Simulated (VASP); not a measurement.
Wanted: the native input for a VASP 6.6.1 run.

```yaml
Task: single point
Functional: PBE-based screened hybrid with 25 % exact exchange
Potentials_or_basis: VASP PAW PBE potentials, release 64 (Ni)
Cutoff: 520 eV
k_mesh: 7 × 7 × 7
Occupations: fermi-dirac, width 0.05 eV
Spin: collinear spin, ferromagnetic start
Starting_moments: "[1.0] μB"
Dipole_correction: no
Grid_for_exact_exchange_PRECFOCK: Normal
Share_of_exact_exchange: 0.25
Further_INCAR_settings: ALGO = Normal; EDIFF = 1e-07; NBANDS = 15
Screening_parameter: 0.3 1/Å
```

Crystal: Ni.

```xyz
1
Lattice="0.0000 1.7376 1.7376 1.7376 0.0000 1.7376 1.7376 1.7376 0.0000" Properties=species:S:1:pos:R:3 pbc="T T T"
Ni    0.0000    0.0000    0.0000
```

The input as run:

POSCAR

```
Ni
1.0
    0.0000000000      1.7375729330      1.7375729330
    1.7375729330      0.0000000000      1.7375729330
    1.7375729330      1.7375729330      0.0000000000
Ni
1
Direct
    0.0000000000      0.0000000000      0.0000000000
```

INCAR.step1

```
PREC = Accurate
ENCUT = 520
EDIFF = 1E-5
ISMEAR = -1
SIGMA = 0.05
LREAL = F
LASPH = T
NELM = 150
ALGO = Normal
ISIF = 2
LWAVE = T
ISPIN = 2
MAGMOM = 1
LORBIT = 11
LMAXMIX = 4
NBANDS = 15
GGA = PE
```

INCAR.step2

```
PREC = Accurate
ENCUT = 520
EDIFF = 1E-7
ISMEAR = -1
SIGMA = 0.05
LREAL = F
LASPH = T
NELM = 150
ALGO = Normal
ISIF = 2
LWAVE = F
LCHARG = T
ISPIN = 2
MAGMOM = 1
LORBIT = 11
LMAXMIX = 4
GGA = PE
LHFCALC = T
AEXX = 0.25
HFSCREEN = 0.3
PRECFOCK = Normal
LELF = T
LVHAR = T
NBANDS = 15
ISTART = 1
```

KPOINTS

```
Automatic mesh
0
Gamma
  7 7 7
```

Potentials or basis: VASP PAW PBE potentials, release 64 (Ni).

Launch:

```bash
$ cat potpaw_PBE.64/Ni/POTCAR > POTCAR
$ cp INCAR.step1 INCAR
$ mpirun -np 1 vasp_std > vasp.out
$ cp INCAR.step2 INCAR
$ mpirun -np 1 vasp_std > vasp.out
```

Results of the run:

| Property | Result |
| --- | --- |
| Pressure | 7.3 GPa |
| Net moment | 0.98 μB per cell |
| Site moments | Ni +0.99 μB |
| Valence electrons inside the program's atomic spheres | Ni 9.41 |

Caveat: the k points lie up to 0.45 Å⁻¹ apart; the PAW data sets were made with another functional, which shifts forces and pressure a little.

Wall time 35 min on 1 thread of Intel(R) Xeon(R) Platinum 8488C (Sapphire Rapids) (shared host), peak memory 0.23 GiB.
